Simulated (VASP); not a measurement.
# MgO (Fm-3m) in VASP: further runs, part 2 of 2

VASP 6.6.1. The steps go on from the part before.

**5. Single point, PBE**

INCAR reads:

```
  ALGO = Normal
  EDIFF = 1E-6
  ENCUT = 600
  GGA = PE
  GGA_COMPAT = False
  ISIF = 2
  ISMEAR = 0
  LASPH = True
  LCHARG = False
  LREAL = False
  LWAVE = False
  NBANDS = 11
  NELM = 120
  PREC = Accurate
  SIGMA = 0.01
```

KPOINTS reads:

```
k-points
0
Gamma
  9 9 9
```

POSCAR reads:

```
MgO
1.0
    0.0000000000      2.1610000000      2.1610000000
    2.1610000000      0.0000000000      2.1610000000
    2.1610000000      2.1610000000      0.0000000000
Mg O
1 1
Direct
    0.0000000000      0.0000000000      0.0000000000
    0.5000000000      0.5000000000      0.5000000000
```

Potentials or basis: VASP PAW PBE potentials, release 64 (Mg, O).

Launch:

```sh
cat potpaw_PBE.64/Mg/POTCAR potpaw_PBE.64/O/POTCAR > POTCAR
mpirun -np 1 vasp_std > vasp.out
```

OUTCAR:

```text
EDIFF = 1E-6
   ENCUT = 600
   GGA = PE
   ISIF = 2
   ISMEAR = 0
   LASPH = True
   LREAL = False
   NELM = 120
   PREC = Accurate

 ion  position               nearest neighbor table
   1  0.000  0.000  0.000-   2 2.16   2 2.16   2 2.16   2 2.16   2 2.16   2 2.16
   2  0.500  0.500  0.500-   1 2.16   1 2.16   1 2.16   1 2.16   1 2.16   1 2.16

  LATTYP: Found a face centered cubic cell.
 ALAT       =     4.3220000000

  Lattice vectors:

 A1 = (   0.0000000000,   2.1610000000,   2.1610000000)
 A2 = (   2.1610000000,   0.0000000000,   2.1610000000)
 A3 = (   2.1610000000,   2.1610000000,   0.0000000000)

Analysis of symmetry for initial positions (statically):
=====================================================================
 Subroutine PRICEL returns:
 Original cell was already a primitive cell.

 Routine SETGRP: Setting up the symmetry group for a
 face centered cubic supercell.

 Subroutine GETGRP returns: Found 48 space group operations
 (whereof 48 operations were pure point group operations)
 out of a pool of 48 trial point group operations.

The static configuration has the point symmetry O_h .

Analysis of symmetry for dynamics (positions and initial velocities):
=====================================================================
 Subroutine PRICEL returns:
 Original cell was already a primitive cell.

 Routine SETGRP: Setting up the symmetry group for a
 face centered cubic supercell.

 Subroutine GETGRP returns: Found 48 space group operations
 (whereof 48 operations were pure point group operations)
 out of a pool of 48 trial point group operations.

The dynamic configuration has the point symmetry O_h .

 Subroutine INISYM returns: Found 48 space group operations
 (whereof 48 operations are pure point group operations),
 and found     1 'primitive' translations

----------------------------------------------------------------------------------------

                                     Primitive cell

[... 117 lines left out ...]
   AEXX    =    0.0000 exact exchange contribution
   IVDW    =     0    specifies the selected vdW correction
   LEPSILON=     F    determine dielectric tensor
   LRPA    =     F    only Hartree local field effects (RPA)
 non-spin polarized calculation
 Gauss-broadening in eV      SIGMA  =   0.01
  energy-cutoff  :      600.00
  volume of cell :       20.18
 maximum number of plane-waves:       684
   NGX = 13   NGY = 13   NGZ = 13

 number of electron       7.9999997 magnetization

 Free energy of the ion-electron system (eV)
  ---------------------------------------------------
  ext. energy  EPLUGINS =         0.00000000
  ---------------------------------------------------
  free energy    TOTEN  =       -11.89162880 eV

  energy without entropy =      -11.89162880  energy(sigma->0) =      -11.89162880

 E-fermi :   2.8067     XC(G=0): -10.7184

 val. band max:        2.6291677644   @ k =   0.0000   0.0000   0.0000
 cond. band min:       6.6396152597   @ k =   0.0000   0.0000   0.0000
 fundamental gap:      4.0104474953
 Fermi energy:         2.8066913745

 k-point     1 :       0.0000    0.0000    0.0000
  band No.  band energies     occupation
      1     -14.2565      2.00000
      2       2.6292      2.00000
      3       2.6292      2.00000
      4       2.6292      2.00000
      5       6.6396      0.00000
      6      17.9902      0.00000
      7      17.9902      0.00000
      8      17.9902      0.00000
      9      21.7068      0.00000
     10      23.3957      0.00000
     11      23.3957      0.00000
[... 309 lines left out ...]
 k-point    24 :       0.4444    0.4444    0.0000
  band No.  band energies     occupation
      1     -12.9686      2.00000
      2      -1.0850      2.00000
      3       1.4175      2.00000
      4       1.4175      2.00000
      5      11.7437      0.00000
      6      11.7587      0.00000
      7      14.9420      0.00000
      8      20.3792      0.00000
      9      20.3792      0.00000
     10      26.6957      0.00000
     11      28.1400      0.00000

 [... further k-points ...]

------------------------ aborting loop because EDIFF is reached ----------------------------------------

  FORCE on cell =-STRESS in cart. coord.  units (eV):
  Direction    XX          YY          ZZ          XY          YZ          ZX
  --------------------------------------------------------------------------------------
  -------------------------------------------------------------------------------------
  Total       -0.9383292     -0.9383292     -0.9383292      0.0000000      0.0000000     -0.0000000
  in kB      -74.4854593    -74.4854593    -74.4854593      0.0000000      0.0000000     -0.0000000
  external PRESSURE =     -74.4854593 kB  Pullay stress =       0.0000000 kB

 VOLUME and BASIS-vectors are now :
 -----------------------------------------------------------------------------
  energy-cutoff  :      600.00
  volume of cell :       20.18
      direct lattice vectors                 reciprocal lattice vectors
     0.000000000  2.161000000  2.161000000    -0.231374364  0.231374364  0.231374364
     2.161000000  0.000000000  2.161000000     0.231374364 -0.231374364  0.231374364
     2.161000000  2.161000000  0.000000000     0.231374364  0.231374364 -0.231374364

 POSITION                                       TOTAL-FORCE (eV/Angst)
 -----------------------------------------------------------------------------------
      0.00000      0.00000      0.00000        -0.000000      0.000000     -0.000000
      2.16100      2.16100      2.16100         0.000000     -0.000000      0.000000
 -----------------------------------------------------------------------------------
    total drift:                               -0.000000     -0.000000      0.000000

  FREE ENERGIE OF THE ION-ELECTRON SYSTEM (eV)
  ---------------------------------------------------
  free  energy   TOTEN  =       -11.8916287989 eV

  energy  without entropy=      -11.8916287989  energy(sigma->0) =      -11.89162880
```

OSZICAR:

```text
N       E                     dE             d eps       ncg     rms          rms(c)
DAV:   1     0.174858198116E+02    0.17486E+02   -0.48186E+03   842   0.716E+02
DAV:   2    -0.125949373424E+02   -0.30081E+02   -0.28819E+02   881   0.141E+02
DAV:   3    -0.134449528075E+02   -0.85002E+00   -0.84929E+00   914   0.209E+01
DAV:   4    -0.134474317623E+02   -0.24790E-02   -0.24789E-02   854   0.124E+00
DAV:   5    -0.134474402453E+02   -0.84829E-05   -0.84829E-05   887   0.715E-02    0.716E+00
DAV:   6    -0.119176090943E+02    0.15298E+01   -0.94271E+00   815   0.164E+01    0.238E+00
DAV:   7    -0.118986175636E+02    0.18992E-01   -0.76629E-02   836   0.234E+00    0.136E+00
DAV:   8    -0.118921549423E+02    0.64626E-02   -0.34573E-02   800   0.206E+00    0.269E-01
DAV:   9    -0.118916879186E+02    0.46702E-03   -0.63418E-04   869   0.179E-01    0.154E-01
DAV:  10    -0.118916282088E+02    0.59710E-04   -0.57882E-04   833   0.184E-01    0.782E-03
DAV:  11    -0.118916287989E+02   -0.59017E-06   -0.42080E-06   911   0.155E-02
   1 F= -.11891629E+02 E0= -.11891629E+02  d E =-.315544-141
```

stdout:

```text
POSCAR found type information on POSCAR MgO
 POSCAR found :  2 types and       2 ions
 scaLAPACK will be used
 LDA part: xc-table for (Slater+PW92), standard interpolation
 POSCAR, INCAR and KPOINTS ok, starting setup
 FFT: planning ... GRIDC
 FFT: planning ... GRID_SOFT
 FFT: planning ... GRID
 WAVECAR not read
 entering main loop
```

Wall time 2.9 s (1 thread of Intel Xeon 6975P-C (Granite Rapids), shared host); peak memory 0.14 GiB.

Results:

* Free energy: -11.8916 eV
* Pressure: -7.4 GPa
* Band gap on the k mesh: 4.01 eV, direct

**6. The runs side by side**

| smearing | gap on the mesh (eV) | pressure (GPa) |
| --- | --- | --- |
| gaussian 0.05 eV | 4.01 | -7.4 |
| fermi-dirac 0.01 eV | 4.01 | -7.4 |
| gaussian 0.01 eV | 4.01 | -7.4 |

Alike in all rows: task single point; level PBE; potentials or basis VASP PAW PBE potentials, release 64 (Mg, O); no spin polarisation; cell as given; k mesh 9 × 9 × 9; cutoff (eV) 600.

On the cell as given the gap runs from 4.01 eV (PBE) to 4.01 eV (PBE).

Total energies depend on the potentials used, so only differences within one code and one set of settings carry meaning.
